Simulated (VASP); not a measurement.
# GaSb (F-43m) in VASP: a series of runs

The runs below take GaSb through relaxation of cell and atoms, single point, with PBEsol, r2SCAN+rVV10.

All numbers are computed with VASP 6.6.1; they aren't measurements. Logs are shortened: lines on timing, memory, paths and dates and some standing lists are left out, and cuts for length are marked.

### Step 1. The cell of the first run

It takes space group F-43m (No. 216, cubic). Conventional cell: a = 5.978 Å, b = 5.978 Å, c = 5.978 Å, α = 90.00°, β = 90.00°, γ = 90.00°. Ga (site symmetry -43m) has 4 Sb at 2.59 Å within 3.4 Å. Sb (site symmetry -43m) has 4 Ga at 2.59 Å within 3.4 Å.

### Step 2. Relaxation of cell and atoms, PBEsol

Contents of INCAR:

```
ALGO = Normal
EDIFF = 1E-7
EDIFFG = -0.01
ENCUT = 600
GGA = PS
IBRION = 2
ISIF = 3
ISMEAR = -1
LASPH = T
LCHARG = F
LREAL = F
LWAVE = F
NELM = 80
NSW = 100
PREC = Accurate
SIGMA = 0.03
```

Contents of KPOINTS:

```
k-points
0
Gamma
  6 6 6
```

Contents of POSCAR:

```
GaSb
1.0
    0.0000000000      2.9888268735      2.9888268735
    2.9888268735      0.0000000000      2.9888268735
    2.9888268735      2.9888268735      0.0000000000
Ga Sb
1 1
Direct
    0.0000000000      0.0000000000      0.0000000000
    0.2500000000      0.2500000000      0.2500000000
```

Potentials or basis: VASP PAW PBE potentials, release 64 (Ga_d, Sb).

Run with:

```
cat potpaw_PBE.64/Ga_d/POTCAR potpaw_PBE.64/Sb/POTCAR > POTCAR
mpirun -np 1 vasp_std > vasp.out
```

OUTCAR:

```text
EDIFF = 1E-7
   EDIFFG = -0.01
   ENCUT = 600
   GGA = PS
   IBRION = 2
   ISIF = 3
   ISMEAR = -1
   LASPH = T
   LREAL = F
   NELM = 80
   NSW = 100
   PREC = Accurate

 ion  position               nearest neighbor table
   1  0.000  0.000  0.000-   2 2.59   2 2.59   2 2.59   2 2.59
   2  0.250  0.250  0.250-   1 2.59   1 2.59   1 2.59   1 2.59

  LATTYP: Found a face centered cubic cell.
 ALAT       =     5.9776537470

  Lattice vectors:

 A1 = (   0.0000000000,   2.9888268735,   2.9888268735)
 A2 = (   2.9888268735,   0.0000000000,   2.9888268735)
 A3 = (   2.9888268735,   2.9888268735,   0.0000000000)

Analysis of symmetry for initial positions (statically):
=====================================================================
 Subroutine PRICEL returns:
 Original cell was already a primitive cell.

 Routine SETGRP: Setting up the symmetry group for a
 face centered cubic supercell.

 Subroutine GETGRP returns: Found 24 space group operations
 (whereof 24 operations were pure point group operations)
 out of a pool of 48 trial point group operations.

The static configuration has the point symmetry T_d .

Analysis of symmetry for dynamics (positions and initial velocities):
=====================================================================
 Subroutine PRICEL returns:
 Original cell was already a primitive cell.

 Routine SETGRP: Setting up the symmetry group for a
 face centered cubic supercell.

 Subroutine GETGRP returns: Found 24 space group operations
 (whereof 24 operations were pure point group operations)
 out of a pool of 48 trial point group operations.

The dynamic configuration has the point symmetry T_d .

 Subroutine INISYM returns: Found 24 space group operations
 (whereof 24 operations are pure point group operations),
 and found     1 'primitive' translations

----------------------------------------------------------------------------------------

                                     Primitive cell

  volume of cell :      53.3989

  direct lattice vectors                    reciprocal lattice vectors
     0.000000000  2.988826873  2.988826873    -0.167289716  0.167289716  0.167289716
     2.988826873  0.000000000  2.988826873     0.167289716 -0.167289716  0.167289716
     2.988826873  2.988826873  0.000000000     0.167289716  0.167289716 -0.167289716

  length of vectors
     4.226839500  4.226839500  4.226839500     0.289754288  0.289754288  0.289754288

  position of ions in fractional coordinates (direct lattice)
     0.000000000  0.000000000  0.000000000
     0.250000000  0.250000000  0.250000000

  ion indices of the primitive-cell ions
   primitive index   ion index
                 1           1
                 2           2

----------------------------------------------------------------------------------------

 KPOINTS: k-points

Automatic generation of k-mesh.
 Grid dimensions read from file:
 generate k-points for:    6    6    6

 Generating k-lattice:

  Cartesian coordinates                     Fractional coordinates (reciprocal lattice)
    -0.027881619  0.027881619  0.027881619     0.166666667  0.000000000  0.000000000
     0.027881619 -0.027881619  0.027881619     0.000000000  0.166666667  0.000000000
     0.027881619  0.027881619 -0.027881619     0.000000000  0.000000000  0.166666667

  Length of vectors
     0.048292381  0.048292381  0.048292381

  Shift w.r.t. Gamma in fractional coordinates (k-lattice)
     0.000000000  0.000000000  0.000000000

 Subroutine IBZKPT returns following result:
 ===========================================

 Found     16 irreducible k-points:

 Following reciprocal coordinates:
            Coordinates               Weight
  0.000000  0.000000  0.000000      1.000000
  0.166667  0.000000  0.000000      8.000000
  0.333333  0.000000  0.000000      8.000000
  0.500000  0.000000  0.000000      4.000000
  0.166667  0.166667  0.000000      6.000000
  0.333333  0.166667  0.000000     24.000000
[... 8 lines left out ...]
 -0.333333  0.333333  0.166667     24.000000
 -0.333333  0.500000  0.166667     12.000000
   k-points           NKPTS =     16   k-points in BZ     NKDIM =     16   number of bands    NBANDS=     13
   number of dos      NEDOS =    301   number of ions     NIONS =      2
   total plane-waves  NPLWV =  46656
   dimension x,y,z NGX =    36 NGY =   36 NGZ =   36
   dimension x,y,z NGXF=    72 NGYF=   72 NGZF=   72
   ions per type =               1   1
   NGX,Y,Z   is equivalent  to a cutoff of  14.16, 14.16, 14.16 a.u.
   NGXF,Y,Z  is equivalent  to a cutoff of  28.32, 28.32, 28.32 a.u.
 SYSTEM =  unknown system
   PREC   = accura    normal or accurate (medium, high low for compatibility)
   ISTART =      0    job   : 0-new  1-cont  2-samecut
   ICHARG =      2    charge: 1-file 2-atom 10-const
   ISPIN  =      1    spin polarized calculation?
   LNONCOLLINEAR =      F non collinear calculations
   LSORBIT =      F    spin-orbit coupling
   LASPH  =      T    aspherical Exc in radial PAW
   ENCUT  =  600.0 eV  44.10 Ry    6.64 a.u.   8.44  8.44  8.44*2*pi/ulx,y,z
   NELM   =     80;   NELMIN=  2; NELMDL= -5     # of ELM steps
   EDIFF  = 0.1E-06   stopping-criterion for ELM
   LREAL  =      F    real-space projection
   EDIFFG = -.1E-01   stopping-criterion for IOM
   NSW    =    100    number of steps for IOM
   IBRION =      2    ionic relax: 0-MD 1-quasi-New 2-CG
   NFREE  =      1    steps in history (QN), initial steepest desc. (CG)
   ISIF   =      3    stress and relaxation
   ISYM   =      2    0-nonsym 1-usesym 2-fastsym
   POTIM  = 0.5000    time-step for ionic-motion
   TEBEG  =    0.0;   TEEND  =   0.0 temperature during run
   PSTRESS=    0.0 pullay stress
   NELECT =      18.0000    total number of electrons
   NUPDOWN=      -1.0000    fix difference up-down
   EMIN   =  10.00;   EMAX   =-10.00  energy-range for DOS
   EFERMI =   0.00;   METHOD = LEGACY
   ISMEAR =    -1;   SIGMA  =   0.03  broadening in eV -4-tet -1-fermi 0-gaus
   EFERMI_NEDOS =   21; number of points for ismear=-14 and -15
   IALGO  =     38    algorithm
   IMIX   =      4    mixing-type and parameters
     AMIX     =   0.40;   BMIX     =  1.00
     AMIX_MAG =   1.60;   BMIX_MAG =  1.00
  volume/ion in A,a.u.               =      26.70       180.18
  Fermi-wavevector in a.u.,A,eV,Ry     =   1.139344  2.153048 17.661790  1.298105
  Thomas-Fermi vector in A             =   2.276048
   LORBIT       =      0    0 simple, 1 ext, 2 COOP (PROOUT), +10 PAW based schemes
   GGA     = PS    functional components
   LHFCALC =     F    Hartree Fock is set to
   AEXX    =    0.0000 exact exchange contribution
   IVDW    =     0    specifies the selected vdW correction
   LEPSILON=     F    determine dielectric tensor
   LRPA    =     F    only Hartree local field effects (RPA)
 conjugate gradient relaxation of ions
 non-spin polarized calculation
  energy-cutoff  :      600.00
  volume of cell :       53.40
 maximum number of plane-waves:      1807
 NGX is ok and might be reduce to    36
   NGX = 17   NGY = 17   NGZ = 17

--------------------------------------- Ionic step        1  -------------------------------------------

 number of electron      17.9999999 magnetization

 Free energy of the ion-electron system (eV)
  ---------------------------------------------------
  ext. energy  EPLUGINS =         0.00000000
  ---------------------------------------------------
  free energy    TOTEN  =        -8.07693347 eV

  energy without entropy =       -8.07692822  energy(sigma->0) =       -8.07693084

------------------------ aborting loop because EDIFF is reached ----------------------------------------

  FORCE on cell =-STRESS in cart. coord.  units (eV):
  Direction    XX          YY          ZZ          XY          YZ          ZX
  --------------------------------------------------------------------------------------
  -------------------------------------------------------------------------------------
  Total        1.3654050      1.3654050      1.3654050     -0.0000000      0.0000000     -0.0000000
  in kB       40.9675313     40.9675313     40.9675313     -0.0000000      0.0000000     -0.0000000
  external PRESSURE =      40.9675313 kB  Pullay stress =       0.0000000 kB

 VOLUME and BASIS-vectors are now :
 -----------------------------------------------------------------------------
  energy-cutoff  :      600.00
  volume of cell :       53.40
      direct lattice vectors                 reciprocal lattice vectors
     0.000000000  2.988826873  2.988826873    -0.167289716  0.167289716  0.167289716
     2.988826873  0.000000000  2.988826873     0.167289716 -0.167289716  0.167289716
     2.988826873  2.988826873  0.000000000     0.167289716  0.167289716 -0.167289716

 POSITION                                       TOTAL-FORCE (eV/Angst)
 -----------------------------------------------------------------------------------
      0.00000      0.00000      0.00000         0.000000     -0.000000     -0.000000
      1.49441      1.49441      1.49441        -0.000000      0.000000      0.000000
 -----------------------------------------------------------------------------------
    total drift:                                0.000000      0.000000      0.000000

  FREE ENERGIE OF THE ION-ELECTRON SYSTEM (eV)
  ---------------------------------------------------
  free  energy   TOTEN  =        -8.0769334722 eV

  energy  without entropy=       -8.0769282152  energy(sigma->0) =       -8.07693084

--------------------------------------- Ionic step        2  -------------------------------------------

 number of electron      17.9999995 magnetization

 E-fermi :   4.4832     XC(G=0):  -9.1422

 val. band max:        4.4624280774   @ k =   0.0000   0.0000   0.0000
 cond. band min:       4.7507547830   @ k =   0.5000   0.0000   0.0000
 fundamental gap:      0.2883267056
 Fermi energy:         4.4832237214

 k-point     1 :       0.0000    0.0000    0.0000
  band No.  band energies     occupation
      1     -10.4893      2.00000
      2     -10.4893      2.00000
      3     -10.4893      2.00000
      4     -10.4433      2.00000
      5     -10.4433      2.00000
      6      -6.8529      2.00000
      7       4.2583      1.99889
      8       4.4624      1.33337
      9       4.4624      1.33335
     10       4.4624      1.33335
     11       7.2217      0.00000
     12       7.2217      0.00000
     13       7.2217      0.00000

 k-point     2 :       0.1667    0.0000    0.0000
  band No.  band energies     occupation
      1     -10.4957      2.00000
      2     -10.4865      2.00000
      3     -10.4865      2.00000
      4     -10.4435      2.00000
      5     -10.4435      2.00000
      6      -6.5799      2.00000
      7       1.7351      2.00000
      8       4.0750      2.00000
      9       4.0750      2.00000
     10       5.3493      0.00000
     11       7.7462      0.00000
[... 246 lines left out ...]
 POSITION                                       TOTAL-FORCE (eV/Angst)
 -----------------------------------------------------------------------------------
      3.08727      6.17453      3.08727         0.000000     -0.000000      0.000000
      1.54363      1.54363      1.54363        -0.000000      0.000000     -0.000000
 -----------------------------------------------------------------------------------
    total drift:                                0.000000      0.000000      0.000000

  FREE ENERGIE OF THE ION-ELECTRON SYSTEM (eV)
  ---------------------------------------------------
  free  energy   TOTEN  =        -8.1151468304 eV

  energy  without entropy=       -8.1146135338  energy(sigma->0) =       -8.11488018

--------------------------------------- Ionic step        3  -------------------------------------------

 number of electron      18.0000006 magnetization

 Free energy of the ion-electron system (eV)
  ---------------------------------------------------
  ext. energy  EPLUGINS =         0.00000000
  ---------------------------------------------------
  free energy    TOTEN  =        -8.12174518 eV

  energy without entropy =       -8.12112021  energy(sigma->0) =       -8.12143270

 E-fermi :   4.7820     XC(G=0):  -9.2662

 val. band max:        4.7499351007   @ k =   0.0000   0.0000   0.0000
 cond. band min:       5.0960408413   @ k =   0.5000   0.0000   0.0000
 fundamental gap:      0.3461057406
 Fermi energy:         4.7820144518

 k-point     1 :       0.0000    0.0000    0.0000
  band No.  band energies     occupation
      1     -10.2568      2.00000
      2     -10.2568      2.00000
      3     -10.2568      2.00000
      4     -10.2065      2.00000
      5     -10.2065      2.00000
      6      -6.7615      2.00000
      7       4.7464      1.53297
      8       4.7499      1.48895
      9       4.7499      1.48893
     10       4.7499      1.48893
     11       7.5021      0.00000
     12       7.5021      0.00000
     13       7.5021      0.00000

 k-point     2 :       0.1667    0.0000    0.0000
  band No.  band energies     occupation
      1     -10.2641      2.00000
      2     -10.2537      2.00000
      3     -10.2537      2.00000
      4     -10.2068      2.00000
      5     -10.2068      2.00000
      6      -6.4784      2.00000
      7       2.0229      2.00000
      8       4.3437      2.00000
      9       4.3437      2.00000
     10       5.7228      0.00000
     11       8.0461      0.00000
[... 246 lines left out ...]
 POSITION                                       TOTAL-FORCE (eV/Angst)
 -----------------------------------------------------------------------------------
      0.00000      0.00000      0.00000        -0.000000     -0.000000     -0.000000
      1.52897      1.52897      1.52897         0.000000      0.000000      0.000000
 -----------------------------------------------------------------------------------
    total drift:                                0.000000      0.000000      0.000000

  FREE ENERGIE OF THE ION-ELECTRON SYSTEM (eV)
  ---------------------------------------------------
  free  energy   TOTEN  =        -8.1217451830 eV

  energy  without entropy=       -8.1211202099  energy(sigma->0) =       -8.12143270

 reached required accuracy - stopping structural energy minimisation
```

Wall time 44 s (1 thread of Intel Xeon Platinum 8488C (Sapphire Rapids), shared host); peak memory 0.21 GiB.

Results:

```yaml
Free_energy: -8.1217 eV
Relaxed_volume: 28.59 Å³/atom
Relaxed_cell: a = 4.325 Å, b = 4.325 Å, c = 4.325 Å, α = 60.00°, β = 60.00°, γ = 60.00°
Space_group_after_relaxing_to_0.05_Å: F-43m (No. 216)
Energy_gained_by_relaxing: 22.4 meV/atom
Ionic_steps: 3
Pressure_after_relaxing: 0.1 GPa
Band_gap_on_the_k_mesh: zero (filled and empty bands touch)
```

Step by step:
| step | energy change (eV) | largest force (eV/Å) | pressure (GPa) | volume (Å³) |
| --- | --- | --- | --- | --- |
| 1 | 0.0000 | 0.0000 | 4.10 | 53.40 |
| 2 | -0.0382 | 0.0000 | -1.29 | 58.85 |
| 3 | -0.0448 | 0.0000 | 0.05 | 57.19 |

Final structure:
```
CELL_PARAMETERS angstrom
0.00000 3.05794 3.05794
3.05794 0.00000 3.05794
3.05794 3.05794 0.00000
ATOMIC_POSITIONS crystal
Ga 0.00000 0.00000 0.00000
Sb 0.25000 0.25000 0.25000
```

Levels at points of the mesh, in eV from the Fermi level:
```tsv
k point	band 7	band 8	band 9	band 10	band 11	band 12
(0.00, 0.00, 0.00)	-0.04	-0.03	-0.03	-0.03	2.72	2.72
(0.50, 0.00, 0.00)	-6.44	-1.19	-1.19	0.31	3.68	3.68
(0.50, 0.50, 0.00)	-6.87	-2.63	-2.63	0.80	1.12	8.64
```

Caveat: the PAW data sets were made with another functional, which shifts forces and pressure a little; spin-orbit coupling is left out, which moves the levels of the heavy elements.

(Part 1 of 2 ends here.)
